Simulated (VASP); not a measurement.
# Sb (Im-3m) in VASP: further runs

Runs on Sb. Level: RPBE. Tasks: single point.

All numbers are computed with VASP 6.6.1; they aren't measurements. Logs are shortened: lines on timing, memory, paths and dates and some standing lists are left out, and cuts for length are marked.

## Step 1: The cell of the first run

The structure is cubic, space group Im-3m (No. 229). Conventional cell: a = 3.820 Å, b = 3.820 Å, c = 3.820 Å, α = 90.00°, β = 90.00°, γ = 90.00°. Sb (site symmetry m-3m) has 14 Sb at 3.31 to 3.82 Å within 4.4 Å.

## Step 2: Single point, RPBE

Input file INCAR:

```
PREC = Accurate ; ENCUT = 520
EDIFF = 1E-6 ; ISMEAR = -1
SIGMA = 0.1 ; LREAL = False
LASPH = True ; NELM = 60
ALGO = Normal ; ISIF = 2
LWAVE = False ; LCHARG = False
GGA = RP ; NBANDS = 8
```

Input file KPOINTS:

```
Automatic mesh
0
Gamma
  13 13 13
```

Input file POSCAR:

```
Sb
1.0
   -1.9099870252      1.9099870252      1.9099870252
    1.9099870252     -1.9099870252      1.9099870252
    1.9099870252      1.9099870252     -1.9099870252
Sb
1
Direct
    0.0000000000      0.0000000000      0.0000000000
```

Potentials or basis: VASP PAW PBE potentials, release 64 (Sb).

The run is started by

```console
$ cat potpaw_PBE.64/Sb/POTCAR > POTCAR
$ mpirun -np 1 vasp_std > vasp.out
```

OUTCAR:

```text
PREC = Accurate
   ENCUT = 520
   EDIFF = 1E-6
   ISMEAR = -1
   LREAL = False
   LASPH = True
   NELM = 60
   ISIF = 2
   GGA = RP

 ion  position               nearest neighbor table
   1  0.000  0.000  0.000-

  LATTYP: Found a body centered cubic cell.
 ALAT       =     3.8199740504

  Lattice vectors:

 A1 = (  -1.9099870252,   1.9099870252,   1.9099870252)
 A2 = (   1.9099870252,  -1.9099870252,   1.9099870252)
 A3 = (   1.9099870252,   1.9099870252,  -1.9099870252)

Analysis of symmetry for initial positions (statically):
=====================================================================
 Subroutine PRICEL returns:
 Original cell was already a primitive cell.

 Routine SETGRP: Setting up the symmetry group for a
 body centered cubic supercell.

 Subroutine GETGRP returns: Found 48 space group operations
 (whereof 48 operations were pure point group operations)
 out of a pool of 48 trial point group operations.

The static configuration has the point symmetry O_h .

Analysis of symmetry for dynamics (positions and initial velocities):
=====================================================================
 Subroutine PRICEL returns:
 Original cell was already a primitive cell.

 Routine SETGRP: Setting up the symmetry group for a
 body centered cubic supercell.

 Subroutine GETGRP returns: Found 48 space group operations
 (whereof 48 operations were pure point group operations)
 out of a pool of 48 trial point group operations.

The dynamic configuration has the point symmetry O_h .

 Subroutine INISYM returns: Found 48 space group operations
 (whereof 48 operations are pure point group operations),
 and found     1 'primitive' translations

----------------------------------------------------------------------------------------

                                     Primitive cell

  volume of cell :      27.8709

  direct lattice vectors                    reciprocal lattice vectors
    -1.909987025  1.909987025  1.909987025     0.000000000  0.261781883  0.261781883
     1.909987025 -1.909987025  1.909987025     0.261781883  0.000000000  0.261781883
     1.909987025  1.909987025 -1.909987025     0.261781883  0.261781883  0.000000000

  length of vectors
     3.308194569  3.308194569  3.308194569     0.370215489  0.370215489  0.370215489

  position of ions in fractional coordinates (direct lattice)
     0.000000000  0.000000000  0.000000000

  ion indices of the primitive-cell ions
   primitive index   ion index
                 1           1

----------------------------------------------------------------------------------------

 KPOINTS: Automatic mesh

Automatic generation of k-mesh.
 Grid dimensions read from file:
 generate k-points for:   13   13   13

 Generating k-lattice:

  Cartesian coordinates                     Fractional coordinates (reciprocal lattice)
     0.000000000  0.020137068  0.020137068     0.076923077  0.000000000  0.000000000
     0.020137068  0.000000000  0.020137068     0.000000000  0.076923077  0.000000000
     0.020137068  0.020137068  0.000000000     0.000000000  0.000000000  0.076923077

  Length of vectors
     0.028478115  0.028478115  0.028478115

  Shift w.r.t. Gamma in fractional coordinates (k-lattice)
     0.000000000  0.000000000  0.000000000

 Subroutine IBZKPT returns following result:
 ===========================================

 Found     84 irreducible k-points:

 Following reciprocal coordinates:
            Coordinates               Weight
  0.000000  0.000000  0.000000      1.000000
  0.076923  0.000000  0.000000     12.000000
  0.153846  0.000000  0.000000     12.000000
  0.230769  0.000000  0.000000     12.000000
  0.307692  0.000000  0.000000     12.000000
  0.384615  0.000000  0.000000     12.000000
[... 16 lines left out ...]
  0.153846  0.076923  0.076923     24.000000
  0.230769  0.076923  0.076923     24.000000
 [... further k-points ...]
   k-points           NKPTS =     84   k-points in BZ     NKDIM =     84   number of bands    NBANDS=      8
   number of dos      NEDOS =    301   number of ions     NIONS =      1
   total plane-waves  NPLWV =  21952
   dimension x,y,z NGX =    28 NGY =   28 NGZ =   28
   dimension x,y,z NGXF=    56 NGYF=   56 NGZF=   56
   ions per type =               1
   NGX,Y,Z   is equivalent  to a cutoff of  14.07, 14.07, 14.07 a.u.
   NGXF,Y,Z  is equivalent  to a cutoff of  28.14, 28.14, 28.14 a.u.
 SYSTEM =  unknown system
   PREC   = accura    normal or accurate (medium, high low for compatibility)
   ISTART =      0    job   : 0-new  1-cont  2-samecut
   ICHARG =      2    charge: 1-file 2-atom 10-const
   ISPIN  =      1    spin polarized calculation?
   LNONCOLLINEAR =      F non collinear calculations
   LSORBIT =      F    spin-orbit coupling
   LASPH  =      T    aspherical Exc in radial PAW
   ENCUT  =  520.0 eV  38.22 Ry    6.18 a.u.   6.15  6.15  6.15*2*pi/ulx,y,z
   NELM   =     60;   NELMIN=  2; NELMDL= -5     # of ELM steps
   EDIFF  = 0.1E-05   stopping-criterion for ELM
   LREAL  =      F    real-space projection
   EDIFFG = 0.1E-04   stopping-criterion for IOM
   NSW    =      0    number of steps for IOM
   IBRION =     -1    ionic relax: 0-MD 1-quasi-New 2-CG
   NFREE  =      0    steps in history (QN), initial steepest desc. (CG)
   ISIF   =      2    stress and relaxation
   ISYM   =      2    0-nonsym 1-usesym 2-fastsym
   POTIM  = 0.5000    time-step for ionic-motion
   TEBEG  =    0.0;   TEEND  =   0.0 temperature during run
   PSTRESS=    0.0 pullay stress
   NELECT =       5.0000    total number of electrons
   NUPDOWN=      -1.0000    fix difference up-down
   EMIN   =  10.00;   EMAX   =-10.00  energy-range for DOS
   EFERMI =   0.00;   METHOD = LEGACY
   ISMEAR =    -1;   SIGMA  =   0.10  broadening in eV -4-tet -1-fermi 0-gaus
   EFERMI_NEDOS =   21; number of points for ismear=-14 and -15
   IALGO  =     38    algorithm
   IMIX   =      4    mixing-type and parameters
     AMIX     =   0.40;   BMIX     =  1.00
     AMIX_MAG =   1.60;   BMIX_MAG =  1.00
  volume/ion in A,a.u.               =      27.87       188.08
  Fermi-wavevector in a.u.,A,eV,Ry     =   0.923310  1.744804 11.598996  0.852502
  Thomas-Fermi vector in A             =   2.048933
   LORBIT       =      0    0 simple, 1 ext, 2 COOP (PROOUT), +10 PAW based schemes
   GGA     = RP    functional components
   LHFCALC =     F    Hartree Fock is set to
   AEXX    =    0.0000 exact exchange contribution
   IVDW    =     0    specifies the selected vdW correction
   LEPSILON=     F    determine dielectric tensor
   LRPA    =     F    only Hartree local field effects (RPA)
 non-spin polarized calculation
  energy-cutoff  :      520.00
  volume of cell :       27.87
 maximum number of plane-waves:       767
 NGX is ok and might be reduce to    28
   NGX = 13   NGY = 13   NGZ = 13

 number of electron       4.9999999 magnetization

 Free energy of the ion-electron system (eV)
  ---------------------------------------------------
  ext. energy  EPLUGINS =         0.00000000
  ---------------------------------------------------
  free energy    TOTEN  =        -3.53407540 eV

  energy without entropy =       -3.50949080  energy(sigma->0) =       -3.52178310

 E-fermi :   8.0609     XC(G=0): -10.0382

 val. band max:        8.0396443721   @ k =  -0.2308   0.3846   0.0769
 cond. band min:       8.0647508733   @ k =   0.3077   0.1538   0.0000
 fundamental gap:      0.0251065012
 Fermi energy:         8.0608961195

 k-point     1 :       0.0000    0.0000    0.0000
  band No.  band energies     occupation
      1      -4.4602      2.00000
      2      13.3604      0.00000
      3      13.3604      0.00000
      4      13.3604      0.00000
      5      18.4796      0.00000
      6      18.4796      0.00000
      7      18.4796      0.00000
      8      19.8243      0.00000

 k-point     2 :       0.0769    0.0000    0.0000
  band No.  band energies     occupation
      1      -4.3403      2.00000
      2      12.4366      0.00000
      3      12.9796      0.00000
      4      13.2648      0.00000
      5      17.7901      0.00000
      6      17.7945      0.00000
      7      19.0007      0.00000
      8      19.2874      0.00000

 k-point     3 :       0.1538    0.0000    0.0000
  band No.  band energies     occupation
      1      -3.9823      2.00000
      2      10.4648      0.00000
      3      12.1573      0.00000
      4      12.9951      0.00000
      5      16.6488      0.00000
      6      16.8833      0.00000
      7      18.9978      0.00000
      8      19.6596      0.00000

 k-point     4 :       0.2308    0.0000    0.0000
  band No.  band energies     occupation
      1      -3.3929      2.00000
      2       8.2614      0.23735
      3      11.2876      0.00000
      4      12.6170      0.00000
      5      15.7321      0.00000
      6      16.1234      0.00000
      7      19.1578      0.00000
      8      20.1042      0.00000

 k-point     5 :       0.3077    0.0000    0.0000
  band No.  band energies     occupation
      1      -2.5912      2.00000
      2       6.1399      2.00000
      3      10.5526      0.00000
      4      12.2319      0.00000
      5      15.0645      0.00000
      6      15.5486      0.00000
      7      19.6983      0.00000
      8      20.7262      0.00000

 k-point     6 :       0.3846    0.0000    0.0000
  band No.  band energies     occupation
      1      -1.6376      2.00000
      2       4.2697      2.00000
      3      10.0319      0.00000
      4      11.9294      0.00000
      5      14.6299      0.00000
      6      15.1648      0.00000
      7      20.5123      0.00000
      8      21.5287      0.00000

 k-point     7 :       0.4615    0.0000    0.0000
  band No.  band energies     occupation
      1      -0.7780      2.00000
      2       2.9428      2.00000
      3       9.7635      0.00000
      4      11.7654      0.00000
      5      14.4158      0.00000
      6      14.9729      0.00000
      7      21.3997      0.00000
      8      22.5020      0.00000

 k-point     8 :       0.0769    0.0769    0.0000
  band No.  band energies     occupation
      1      -4.1013      2.00000
      2      11.1370      0.00000
      3      12.3698      0.00000
      4      12.8736      0.00000
      5      17.1697      0.00000
      6      17.3130      0.00000
      7      18.8162      0.00000
      8      19.3222      0.00000

 k-point     9 :       0.1538    0.0769    0.0000
  band No.  band energies     occupation
      1      -3.6273      2.00000
      2       9.2534      0.00001
      3      11.3017      0.00000
      4      12.4314      0.00000
      5      16.4077      0.00000
      6      16.8926      0.00000
      7      18.6744      0.00000
      8      20.3456      0.00000

 k-point    10 :       0.2308    0.0769    0.0000
  band No.  band energies     occupation
      1      -2.9300      2.00000
      2       7.1831      1.99969
      3      10.3776      0.00000
      4      11.9759      0.00000
      5      15.7124      0.00000
      6      16.5269      0.00000
      7      18.8216      0.00000
      8      21.2534      0.00000
[... 78 lines left out ...]
 k-point    18 :       0.2308    0.2308    0.0000
  band No.  band energies     occupation
      1      -1.4139      2.00000
      2       5.1889      2.00000
      3       7.2483      1.99941
      4      10.9077      0.00000
      5      16.2260      0.00000
      6      17.4440      0.00000
      7      20.6694      0.00000
      8      21.2887      0.00000

 k-point    19 :       0.3077    0.2308    0.0000
  band No.  band energies     occupation
      1      -0.5445      2.00000
      2       4.1419      2.00000
      3       6.3817      2.00000
      4      10.6312      0.00000
      5      16.2470      0.00000
      6      18.0532      0.00000
      7      20.5149      0.00000
      8      21.2769      0.00000

 k-point    20 :       0.3846    0.2308    0.0000
  band No.  band energies     occupation
      1      -0.0932      2.00000
      2       3.5909      2.00000
      3       6.1267      2.00000
      4      10.5366      0.00000
      5      16.2137      0.00000
      6      18.6285      0.00000
      7      19.9585      0.00000
      8      21.0317      0.00000

 k-point    21 :       0.3077    0.3077    0.0000
  band No.  band energies     occupation
      1       0.0441      2.00000
      2       4.1627      2.00000
      3       5.0927      2.00000
      4      10.4484      0.00000
      5      16.7332      0.00000
      6      18.4292      0.00000
      7      19.5127      0.00000
      8      22.7875      0.00000

 k-point    22 :       0.0769    0.0769    0.0769
  band No.  band energies     occupation
      1      -3.7456      2.00000
      2       9.6743      0.00000
      3      11.8463      0.00000
      4      11.8463      0.00000
      5      17.2248      0.00000
      6      17.2248      0.00000
      7      19.6437      0.00000
      8      19.9261      0.00000

 k-point    23 :       0.1538    0.0769    0.0769
  band No.  band energies     occupation
      1      -3.1613      2.00000
      2       7.9945      1.32018
      3      10.4520      0.00000
      4      11.2471      0.00000
      5      17.1585      0.00000
      6      17.2182      0.00000
      7      19.9067      0.00000
      8      20.2823      0.00000

 k-point    24 :       0.2308    0.0769    0.0769
  band No.  band energies     occupation
      1      -2.3695      2.00000
      2       6.1653      2.00000
      3       9.4121      0.00000
      4      10.7209      0.00000
      5      16.7536      0.00000
      6      17.1126      0.00000
      7      20.1785      0.00000
      8      20.8998      0.00000

 [... further k-points ...]
[... 5 lines left out ...]
  --------------------------------------------------------------------------------------
  -------------------------------------------------------------------------------------
  Total       -0.0437975     -0.0437975     -0.0437975     -0.0000000      0.0000000      0.0000000
  in kB       -2.5177273     -2.5177273     -2.5177273     -0.0000000      0.0000000      0.0000000
  external PRESSURE =      -2.5177273 kB  Pullay stress =       0.0000000 kB

 VOLUME and BASIS-vectors are now :
 -----------------------------------------------------------------------------
  energy-cutoff  :      520.00
  volume of cell :       27.87
      direct lattice vectors                 reciprocal lattice vectors
    -1.909987025  1.909987025  1.909987025     0.000000000  0.261781883  0.261781883
     1.909987025 -1.909987025  1.909987025     0.261781883  0.000000000  0.261781883
     1.909987025  1.909987025 -1.909987025     0.261781883  0.261781883  0.000000000

 POSITION                                       TOTAL-FORCE (eV/Angst)
 -----------------------------------------------------------------------------------
      0.00000      0.00000      0.00000         0.000000     -0.000000      0.000000
 -----------------------------------------------------------------------------------
    total drift:                                0.000000      0.000000      0.000000

  FREE ENERGIE OF THE ION-ELECTRON SYSTEM (eV)
  ---------------------------------------------------
  free  energy   TOTEN  =        -3.5340754035 eV

  energy  without entropy=       -3.5094908000  energy(sigma->0) =       -3.52178310
```

Run time: 9 s. Hardware: 1 thread of Intel Xeon 6975P-C (Granite Rapids), shared host; peak memory 0.16 GiB.

What came out:

| Item | Value |
| --- | --- |
| Free energy | -3.5341 eV |
| Pressure | -0.3 GPa |

Caveat: the PAW data sets were made with another functional, which shifts forces and pressure a little; spin-orbit coupling is left out, which moves the levels of the heavy elements.

## Step 3: Single point, RPBE (volume scaled by 1.04)

Input file INCAR:

```
  ALGO = Normal
  EDIFF = 1E-6
  ENCUT = 520
  GGA = RP
  ISIF = 2
  ISMEAR = -1
  LASPH = True
  LCHARG = True
  LELF = True
  LREAL = False
  LVHAR = True
  LWAVE = False
  NBANDS = 8
  NELM = 60
  PREC = Accurate
  SIGMA = 0.1
```

Input file KPOINTS:

```
k-points
0
Gamma
  13 13 13
```

Input file POSCAR:

```
Sb
1.0
   -1.9351213157      1.9351213157      1.9351213157
    1.9351213157     -1.9351213157      1.9351213157
    1.9351213157      1.9351213157     -1.9351213157
Sb
1
Direct
    0.0000000000      0.0000000000      0.0000000000
```

Potentials or basis: VASP PAW PBE potentials, release 64 (Sb).

The run is started by

```console
$ cat potpaw_PBE.64/Sb/POTCAR > POTCAR
$ mpirun -np 1 vasp_std > vasp.out
```

OUTCAR:

```text
EDIFF = 1E-6
   ENCUT = 520
   GGA = RP
   ISIF = 2
   ISMEAR = -1
   LASPH = True
   LREAL = False
   NELM = 60
   PREC = Accurate

 ion  position               nearest neighbor table
   1  0.000  0.000  0.000-

  LATTYP: Found a body centered cubic cell.
 ALAT       =     3.8702426314

  Lattice vectors:

 A1 = (  -1.9351213157,   1.9351213157,   1.9351213157)
 A2 = (   1.9351213157,  -1.9351213157,   1.9351213157)
 A3 = (   1.9351213157,   1.9351213157,  -1.9351213157)

[... 433 lines left out ...]
  band No.  band energies     occupation
      1      -2.6624      2.00000
      2       5.6966      2.00000
      3       8.8828      0.00000
      4      10.1639      0.00000
      5      16.0694      0.00000
      6      16.4441      0.00000
      7      19.5559      0.00000
      8      20.2084      0.00000

 [... further k-points ...]
[... 5 lines left out ...]
  --------------------------------------------------------------------------------------
  -------------------------------------------------------------------------------------
  Total       -0.3950812     -0.3950812     -0.3950812      0.0000000      0.0000000     -0.0000000
  in kB      -21.8379730    -21.8379730    -21.8379730      0.0000000      0.0000000     -0.0000000
  external PRESSURE =     -21.8379730 kB  Pullay stress =       0.0000000 kB

 VOLUME and BASIS-vectors are now :
 -----------------------------------------------------------------------------
  energy-cutoff  :      520.00
  volume of cell :       28.99
      direct lattice vectors                 reciprocal lattice vectors
    -1.935121316  1.935121316  1.935121316     0.000000000  0.258381733  0.258381733
     1.935121316 -1.935121316  1.935121316     0.258381733  0.000000000  0.258381733
     1.935121316  1.935121316 -1.935121316     0.258381733  0.258381733  0.000000000

 POSITION                                       TOTAL-FORCE (eV/Angst)
 -----------------------------------------------------------------------------------
      0.00000      0.00000      0.00000        -0.000000      0.000000     -0.000000
 -----------------------------------------------------------------------------------
    total drift:                                0.000000      0.000000     -0.000000

  FREE ENERGIE OF THE ION-ELECTRON SYSTEM (eV)
  ---------------------------------------------------
  free  energy   TOTEN  =        -3.5253642579 eV

  energy  without entropy=       -3.5000517430  energy(sigma->0) =       -3.51270800
```

It took 7.8 s on 1 thread of Intel Xeon 6975P-C (Granite Rapids), shared host; peak memory 0.16 GiB.

Results:

```yaml
Free_energy: -3.5254 eV
Pressure: -2.2 GPa
```

Caveat: the PAW data sets were made with another functional, which shifts forces and pressure a little; spin-orbit coupling is left out, which moves the levels of the heavy elements.
